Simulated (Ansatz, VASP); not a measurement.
# P in VASP and in Ansatz

File INCAR:

```
PREC = Accurate
ENCUT = 520
EDIFF = 1E-6
ISMEAR = 0
SIGMA = 0.02
LREAL = False
LASPH = True
NELM = 80
ALGO = Normal
ISIF = 2
LWAVE = False
LCHARG = False
LDIPOL = True
IDIPOL = 3
DIPOL = 0.5 0.5 0.500
GGA = PE
IVDW = 12
IBRION = 2
NSW = 60
EDIFFG = -0.01
```

File KPOINTS:

```
regular mesh
0
Gamma
  9 9 1
```

POSCAR

```
P
1.0
    3.1238930370      0.0000000000      0.0000000000
   -1.5619465185      2.7053707287      0.0000000000
    0.0000000000      0.0000000000     28.0000000000
P
2
Direct
    0.3333333333      0.6666666667      0.5222365346
    0.6666666667      0.3333333333      0.4777634654
```

Input for Ansatz:

```yaml
crystal:
  lattice:
    - [3.123893037, 0.0, 0.0]
    - [-1.5619465185, 2.7053707287, 0.0]
    - [0.0, 0.0, 28.0]
  atoms:
    - { symbol: P, position: [0.3333333333, 0.6666666667, 0.5222365346] }
    - { symbol: P, position: [0.6666666667, 0.3333333333, 0.4777634654] }
  periodic: [true, true, false]
basis:
  ecutwfc: 420
kpoints:
  mp_grid: { grid: [9, 9, 1] }
  band_path:
    path:
      - [0, 0, 0]
      - [0.5, 0, 0]
      - [0.333333333333, 0.333333333333, 0]
      - [0, 0, 0]
    npoints: 8
hamiltonian:
  xc: pbe
  dispersion: d3bj
scf:
  occupations: { method: gaussian, width: 0.02 }
output:
  forces: true
  stress: true
  eigenvalues: true
relax:
  adjacent_minimum: "off"
  f_tol: 0.01
  max_steps: 40
```

Change from the starting cell: biaxial strain -0.040, atoms relaxed.

Alike in both runs: task relaxation of the atoms; functional PBE; dispersion D3(BJ); k mesh 9 × 9 × 1; occupations gaussian, width 0.02 eV; no spin polarisation.

|  | VASP | Ansatz |
| --- | --- | --- |
| version | VASP 6.6.1 | Ansatz 0.2.0 |
| potentials or method | VASP PAW PBE potentials, release 64 (P), cutoff 520 eV | scalar-relativistic, plane waves, PAW |
| valence electrons in the cell | 10 | 10 |

Ansatz gave:

* gap on the k mesh at the Fermi level, each at its own relaxed structure (eV): 1.24

Question: Which values does VASP return?

Answer: gap on the k mesh at the Fermi level, each at its own relaxed structure (eV): 1.27.

Ansatz's warnings: stress scf threshold loose.
